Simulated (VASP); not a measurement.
A run of VASP 6.6.1 is set up as follows.

The input INCAR:

```
ALGO = Normal
EDIFF = 1E-6
ENCUT = 700
GGA = PE
GGA_COMPAT = False
ISIF = 2
ISMEAR = 0
LASPH = True
LCHARG = False
LREAL = False
LWAVE = False
NBANDS = 27
NELM = 120
PREC = Accurate
SIGMA = 0.1
```

The input KPOINTS:

```
k-points
0
Gamma
  6 6 6
```

File POSCAR:

```
Ir2O
1.0
    4.2273517117      0.0000000000      0.0000000000
   -2.1136758559      3.6609939731      0.0000000000
    0.0000000000      0.0000000000      2.6777860005
Ir O
2 1
Direct
    0.3333333333      0.6666666667      0.0000000000
    0.6666666667      0.3333333333      0.0000000000
    0.0000000000      0.0000000000      0.0000000000
```

Potentials or basis: VASP PAW PBE potentials, release 64 (Ir_sv_GW, O).

Command:

```console
$ cat potpaw_PBE.64/Ir_sv_GW/POTCAR potpaw_PBE.64/O/POTCAR > POTCAR
$ mpirun -np 1 vasp_std > vasp.out
```

(1) What does it give for the band gap on the k mesh?

(2) Predict the pressure.

## Answers

(1) zero (bands 20 and 21 overlap by 2.12 eV).

(2) -0.3 GPa.

Caveat: the k points lie up to 0.39 Å⁻¹ apart, too coarse for converged energies and pressures of a metal; spin-orbit coupling is left out, which moves the levels of the heavy elements.
